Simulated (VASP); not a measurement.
Ga: single point with BLYP

Ga:

```
CELL_PARAMETERS angstrom
-1.80894 1.80894 1.80894
1.80894 -1.80894 1.80894
1.80894 1.80894 -1.80894
ATOMIC_POSITIONS crystal
Ga 0.00000 0.00000 0.00000
```

This cell differs from its parent crystal: volume scaled by 1.08.

| Item | Value |
| --- | --- |
| Program | VASP 6.6.1 |
| Task | single point |
| Functional | BLYP |
| Potentials or basis | VASP PAW PBE potentials, release 64 (Ga_d) |
| Cutoff | 520 eV |
| k mesh | 14 × 14 × 14 |
| Occupations | fermi-dirac, width 0.1 eV |
| Spin | no spin polarisation |
| Dipole correction | no |
| Further INCAR settings | ALGO = Normal; EDIFF = 1e-07; NBANDS = 12 |

- Pressure: -1.8 GPa

Levels at points of the mesh, in eV from the Fermi level:
| k point | band 4 | band 5 | band 6 | band 7 | band 8 | band 9 |
| --- | --- | --- | --- | --- | --- | --- |
| (0.00, 0.00, 0.00) | -14.77 | -14.77 | -9.48 | 9.75 | 9.75 | 9.75 |
| (0.50, 0.00, 0.00) | -14.77 | -14.71 | -4.59 | -2.66 | 5.64 | 7.67 |
| (0.50, 0.50, 0.50) | -14.72 | -14.72 | -0.56 | 1.50 | 1.50 | 1.50 |

It took 34 s on 1 thread of Intel(R) Xeon(R) Platinum 8259CL CPU @ 2.50GHz (Skylake/Cascade Lake), with other jobs on the host, peak memory 0.15 GiB.

Caveat: the PAW data sets were made with another functional, which shifts forces and pressure a little.
